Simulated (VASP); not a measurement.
# YAl3 (Pm-3m) in VASP: single point with LDA

Aim: the single point of YAl3 with LDA.

All numbers are computed with VASP 6.6.1; they aren't measurements. Logs are shortened: lines on timing, memory, paths and dates and some standing lists are left out, and cuts for length are marked.

### 1 The cell of the first run

The structure is cubic, space group Pm-3m (No. 221). Conventional cell: a = 4.187 Å, b = 4.187 Å, c = 4.187 Å, α = 90.00°, β = 90.00°, γ = 90.00°. Within 3.9 Å of Y (site symmetry m-3m) lie 12 Al at 2.96 Å. Within 3.9 Å of Al (site symmetry 4/mmm) lie 4 Y at 2.96 Å and 8 Al at 2.96 Å.

### 2 Single point, LDA

Input file INCAR:

```
PREC = Accurate
ENCUT = 520
EDIFF = 1E-7
ISMEAR = -1
SIGMA = 0.1
LREAL = F
LASPH = T
NELM = 100
ALGO = Normal
ISIF = 2
LWAVE = F
LCHARG = T
GGA = CA
LELF = T
LVHAR = T
NBANDS = 18
```

Input file KPOINTS:

```
Automatic mesh
0
Gamma
  8 8 8
```

Input file POSCAR:

```
YAl3
1.0
    4.1865412045      0.0000000000      0.0000000000
    0.0000000000      4.1865412045      0.0000000000
    0.0000000000      0.0000000000      4.1865412045
Y Al
1 3
Direct
    0.0000000000      0.0000000000      0.0000000000
    0.0000000000      0.5000000000      0.5000000000
    0.5000000000      0.5000000000      0.0000000000
    0.5000000000      0.0000000000      0.5000000000
```

Potentials or basis: VASP PAW LDA potentials, release 64 (Y_sv, Al).

Launch:

```bash
$ cat potpaw_LDA.64/Y_sv/POTCAR potpaw_LDA.64/Al/POTCAR > POTCAR
$ mpirun -np 1 vasp_std > vasp.out
```

OUTCAR:

```text
PREC = Accurate
   ENCUT = 520
   EDIFF = 1E-7
   ISMEAR = -1
   LREAL = F
   LASPH = T
   NELM = 100
   ISIF = 2
   GGA = CA

 ion  position               nearest neighbor table
   1  0.000  0.000  0.000-   2 2.96   3 2.96   4 2.96   2 2.96   4 2.96   2 2.96   3 2.96   2 2.96
                             3 2.96   4 2.96   4 2.96   3 2.96
   2  0.000  0.500  0.500-   1 2.96   3 2.96   4 2.96   1 2.96   3 2.96   1 2.96   4 2.96   1 2.96
                             3 2.96   4 2.96   3 2.96   4 2.96
   3  0.500  0.500  0.000-   1 2.96   2 2.96   4 2.96   2 2.96   4 2.96   1 2.96   4 2.96   4 2.96
                             1 2.96   2 2.96   2 2.96   1 2.96
   4  0.500  0.000  0.500-   1 2.96   2 2.96   3 2.96   1 2.96   3 2.96   2 2.96   3 2.96   3 2.96
                             1 2.96   2 2.96   1 2.96   2 2.96

  LATTYP: Found a simple cubic cell.
 ALAT       =     4.1865412045

  Lattice vectors:

 A1 = (   4.1865412045,   0.0000000000,   0.0000000000)
 A2 = (   0.0000000000,   4.1865412045,   0.0000000000)
 A3 = (   0.0000000000,   0.0000000000,   4.1865412045)

Analysis of symmetry for initial positions (statically):
=====================================================================
 Subroutine PRICEL returns:
 Original cell was already a primitive cell.

 Routine SETGRP: Setting up the symmetry group for a
 simple cubic supercell.

 Subroutine GETGRP returns: Found 48 space group operations
 (whereof 48 operations were pure point group operations)
 out of a pool of 48 trial point group operations.

The static configuration has the point symmetry O_h .

Analysis of symmetry for dynamics (positions and initial velocities):
=====================================================================
 Subroutine PRICEL returns:
 Original cell was already a primitive cell.

 Routine SETGRP: Setting up the symmetry group for a
 simple cubic supercell.

 Subroutine GETGRP returns: Found 48 space group operations
 (whereof 48 operations were pure point group operations)
 out of a pool of 48 trial point group operations.

The dynamic configuration has the point symmetry O_h .

 Subroutine INISYM returns: Found 48 space group operations
 (whereof 48 operations are pure point group operations),
 and found     1 'primitive' translations

----------------------------------------------------------------------------------------

                                     Primitive cell

  volume of cell :      73.3780

  direct lattice vectors                    reciprocal lattice vectors
     4.186541205  0.000000000  0.000000000     0.238860661  0.000000000  0.000000000
     0.000000000  4.186541205  0.000000000     0.000000000  0.238860661  0.000000000
     0.000000000  0.000000000  4.186541205     0.000000000  0.000000000  0.238860661

  length of vectors
     4.186541205  4.186541205  4.186541205     0.238860661  0.238860661  0.238860661

  position of ions in fractional coordinates (direct lattice)
     0.000000000  0.000000000  0.000000000
     0.000000000  0.500000000  0.500000000
     0.500000000  0.500000000  0.000000000
     0.500000000  0.000000000  0.500000000

  ion indices of the primitive-cell ions
   primitive index   ion index
                 1           1
                 2           2
                 3           3
                 4           4

----------------------------------------------------------------------------------------

 KPOINTS: Automatic mesh

Automatic generation of k-mesh.
 Grid dimensions read from file:
 generate k-points for:    8    8    8

 Generating k-lattice:

  Cartesian coordinates                     Fractional coordinates (reciprocal lattice)
     0.029857583  0.000000000  0.000000000     0.125000000  0.000000000  0.000000000
     0.000000000  0.029857583  0.000000000     0.000000000  0.125000000  0.000000000
     0.000000000  0.000000000  0.029857583     0.000000000  0.000000000  0.125000000

  Length of vectors
     0.029857583  0.029857583  0.029857583

  Shift w.r.t. Gamma in fractional coordinates (k-lattice)
     0.000000000  0.000000000  0.000000000

 Subroutine IBZKPT returns following result:
 ===========================================

 Found     35 irreducible k-points:

 Following reciprocal coordinates:
            Coordinates               Weight
  0.000000  0.000000  0.000000      1.000000
  0.125000  0.000000  0.000000      6.000000
  0.250000  0.000000  0.000000      6.000000
  0.375000  0.000000  0.000000      6.000000
  0.500000  0.000000  0.000000      3.000000
  0.125000  0.125000  0.000000     12.000000
[... 16 lines left out ...]
  0.375000  0.375000  0.125000     24.000000
  0.500000  0.375000  0.125000     24.000000
 [... further k-points ...]
   k-points           NKPTS =     35   k-points in BZ     NKDIM =     35   number of bands    NBANDS=     18
   number of dos      NEDOS =    301   number of ions     NIONS =      4
   total plane-waves  NPLWV =  32768
   dimension x,y,z NGX =    32 NGY =   32 NGZ =   32
   dimension x,y,z NGXF=    64 NGYF=   64 NGZF=   64
   ions per type =               1   3
   NGX,Y,Z   is equivalent  to a cutoff of  12.71, 12.71, 12.71 a.u.
   NGXF,Y,Z  is equivalent  to a cutoff of  25.41, 25.41, 25.41 a.u.
 SYSTEM =  unknown system
   PREC   = accura    normal or accurate (medium, high low for compatibility)
   ISTART =      0    job   : 0-new  1-cont  2-samecut
   ICHARG =      2    charge: 1-file 2-atom 10-const
   ISPIN  =      1    spin polarized calculation?
   LNONCOLLINEAR =      F non collinear calculations
   LSORBIT =      F    spin-orbit coupling
   LASPH  =      T    aspherical Exc in radial PAW
   ENCUT  =  520.0 eV  38.22 Ry    6.18 a.u.   7.78  7.78  7.78*2*pi/ulx,y,z
   NELM   =    100;   NELMIN=  2; NELMDL= -5     # of ELM steps
   EDIFF  = 0.1E-06   stopping-criterion for ELM
   LREAL  =      F    real-space projection
   EDIFFG = 0.1E-05   stopping-criterion for IOM
   NSW    =      0    number of steps for IOM
   IBRION =     -1    ionic relax: 0-MD 1-quasi-New 2-CG
   NFREE  =      0    steps in history (QN), initial steepest desc. (CG)
   ISIF   =      2    stress and relaxation
   ISYM   =      2    0-nonsym 1-usesym 2-fastsym
   POTIM  = 0.5000    time-step for ionic-motion
   TEBEG  =    0.0;   TEEND  =   0.0 temperature during run
   PSTRESS=    0.0 pullay stress
   NELECT =      20.0000    total number of electrons
   NUPDOWN=      -1.0000    fix difference up-down
   EMIN   =  10.00;   EMAX   =-10.00  energy-range for DOS
   EFERMI =   0.00;   METHOD = LEGACY
   ISMEAR =    -1;   SIGMA  =   0.10  broadening in eV -4-tet -1-fermi 0-gaus
   EFERMI_NEDOS =   21; number of points for ismear=-14 and -15
   IALGO  =     38    algorithm
   IMIX   =      4    mixing-type and parameters
     AMIX     =   0.40;   BMIX     =  1.00
     AMIX_MAG =   1.60;   BMIX_MAG =  1.00
  volume/ion in A,a.u.               =      18.34       123.79
  Fermi-wavevector in a.u.,A,eV,Ry     =   1.061442  2.005834 15.329118  1.126658
  Thomas-Fermi vector in A             =   2.196858
   LORBIT       =      0    0 simple, 1 ext, 2 COOP (PROOUT), +10 PAW based schemes
   GGA     = CA    functional components
   LHFCALC =     F    Hartree Fock is set to
   AEXX    =    0.0000 exact exchange contribution
   IVDW    =     0    specifies the selected vdW correction
   LEPSILON=     F    determine dielectric tensor
   LRPA    =     F    only Hartree local field effects (RPA)
 non-spin polarized calculation
  energy-cutoff  :      520.00
  volume of cell :       73.38
 maximum number of plane-waves:      2000
 NGX is ok and might be reduce to    32
   NGX = 15   NGY = 15   NGZ = 15

 number of electron      19.9999999 magnetization

 Free energy of the ion-electron system (eV)
  ---------------------------------------------------
  ext. energy  EPLUGINS =         0.00000000
  ---------------------------------------------------
  free energy    TOTEN  =       -21.41507162 eV

  energy without entropy =      -21.36995963  energy(sigma->0) =      -21.39251563

 E-fermi :   6.5925     XC(G=0): -10.5457

 val. band max:        6.5862059542   @ k =   0.5000   0.2500   0.2500
 cond. band min:       6.6129620693   @ k =   0.2500   0.2500   0.0000
 fundamental gap:      0.0267561151
 Fermi energy:         6.5925407455

 k-point     1 :       0.0000    0.0000    0.0000
  band No.  band energies     occupation
      1     -34.8509      2.00000
      2     -15.1240      2.00000
      3     -15.1240      2.00000
      4     -15.1240      2.00000
      5      -2.9348      2.00000
      6       3.6496      2.00000
[... 10 lines left out ...]
     17      11.1468      0.00000
     18      12.1567      0.00000

 k-point     2 :       0.1250    0.0000    0.0000
  band No.  band energies     occupation
      1     -34.8503      2.00000
      2     -15.1416      2.00000
      3     -15.1225      2.00000
      4     -15.1225      2.00000
      5      -2.7819      2.00000
      6       2.9945      2.00000
[... 10 lines left out ...]
     17      11.6601      0.00000
     18      12.3609      0.00000

 k-point     3 :       0.2500    0.0000    0.0000
  band No.  band energies     occupation
      1     -34.8488      2.00000
      2     -15.1836      2.00000
      3     -15.1189      2.00000
      4     -15.1189      2.00000
      5      -2.3359      2.00000
      6       1.7732      2.00000
[... 10 lines left out ...]
     17      12.3836      0.00000
     18      12.7365      0.00000

 k-point     4 :       0.3750    0.0000    0.0000
  band No.  band energies     occupation
      1     -34.8473      2.00000
      2     -15.2251      2.00000
      3     -15.1153      2.00000
      4     -15.1153      2.00000
      5      -1.6348      2.00000
      6       0.5295      2.00000
[... 375 lines left out ...]
      4     -15.1244      2.00000
      5      -0.5138      2.00000
      6       0.4022      2.00000
[... 10 lines left out ...]
     17      11.8236      0.00000
     18      13.0029      0.00000

 k-point    23 :       0.3750    0.3750    0.1250
  band No.  band energies     occupation
      1     -34.8434      2.00000
      2     -15.2083      2.00000
      3     -15.2056      2.00000
      4     -15.1221      2.00000
      5      -0.5262      2.00000
      6       1.5151      2.00000
[... 10 lines left out ...]
     17      11.4520      0.00000
     18      13.3874      0.00000

 k-point    24 :       0.5000    0.3750    0.1250
  band No.  band energies     occupation
      1     -34.8428      2.00000
      2     -15.2226      2.00000
      3     -15.2043      2.00000
      4     -15.1205      2.00000
      5      -0.1521      2.00000
      6       1.0543      2.00000
[... 10 lines left out ...]
     17      11.9603      0.00000
     18      12.8249      0.00000

 [... further k-points ...]
[... 5 lines left out ...]
  --------------------------------------------------------------------------------------
  -------------------------------------------------------------------------------------
  Total        0.0000157      0.0000157      0.0000157      0.0000000      0.0000000     -0.0000000
  in kB        0.0003433      0.0003433      0.0003433      0.0000000      0.0000000     -0.0000000
  external PRESSURE =       0.0003433 kB  Pullay stress =       0.0000000 kB

 VOLUME and BASIS-vectors are now :
 -----------------------------------------------------------------------------
  energy-cutoff  :      520.00
  volume of cell :       73.38
      direct lattice vectors                 reciprocal lattice vectors
     4.186541205  0.000000000  0.000000000     0.238860661  0.000000000  0.000000000
     0.000000000  4.186541205  0.000000000     0.000000000  0.238860661  0.000000000
     0.000000000  0.000000000  4.186541205     0.000000000  0.000000000  0.238860661

 POSITION                                       TOTAL-FORCE (eV/Angst)
 -----------------------------------------------------------------------------------
      0.00000      0.00000      0.00000         0.000000      0.000000      0.000000
      0.00000      2.09327      2.09327         0.000000      0.000000      0.000000
      2.09327      2.09327      0.00000         0.000000      0.000000      0.000000
      2.09327      0.00000      2.09327         0.000000      0.000000      0.000000
 -----------------------------------------------------------------------------------
    total drift:                               -0.000000      0.000000      0.000000

  FREE ENERGIE OF THE ION-ELECTRON SYSTEM (eV)
  ---------------------------------------------------
  free  energy   TOTEN  =       -21.4150716198 eV

  energy  without entropy=      -21.3699596325  energy(sigma->0) =      -21.39251563
```

Wall time 14 s (1 thread of Intel Xeon 6975P-C (Granite Rapids), shared host); peak memory 0.18 GiB.

Results:

```
Free energy            : -21.4151 eV
Pressure               : 0.0 GPa
Band gap on the k mesh : zero (band 10 reaches 7.33 eV, above the bottom of band 11 at 4.45 eV)
```
